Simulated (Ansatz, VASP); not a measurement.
**Hg in VASP and in Ansatz**

```
CELL_PARAMETERS angstrom
4.54000 0.00000 0.00000
-2.27000 3.93176 0.00000
0.00000 0.00000 3.87000
ATOMIC_POSITIONS crystal
Hg 0.33333 0.66667 0.50000
Hg 0.00000 0.00000 0.00000
Hg 0.66667 0.33333 0.50000
```

Alike in both runs: task single point; functional PBE; k mesh 6 × 6 × 6; occupations tetrahedron; no spin polarisation.

|  | VASP | Ansatz |
| --- | --- | --- |
| version | VASP 6.6.1 | Ansatz 0.2.0 |
| potentials or method | VASP PAW PBE potentials, release 64 (Hg), cutoff 520 eV | scalar-relativistic, plane waves, PAW |
| valence electrons in the cell | 36 | 60 |

|  | VASP | Ansatz | Ansatz less VASP |
| --- | --- | --- | --- |
| gap on the k mesh at the Fermi level (eV) | none | none | - |
| pressure (GPa) | 14.1 | 13.3 | -0.78 |
| traceless stress, the component that is largest in VASP (GPa) | -9.95 | -9.38 | +0.571 |

A gap of «none» marks a metal or a gap that the smearing closes. The functional is the same, so the differences come from potentials, cutoffs and numerics. VASP's potentials hold 36 valence electrons a cell and Ansatz's 60, so a difference there can come from the potentials and not from the codes. Ansatz's warnings: band table not solved further, tetrahedron derivatives may miss energy slope.

Spin-orbit coupling is off throughout.
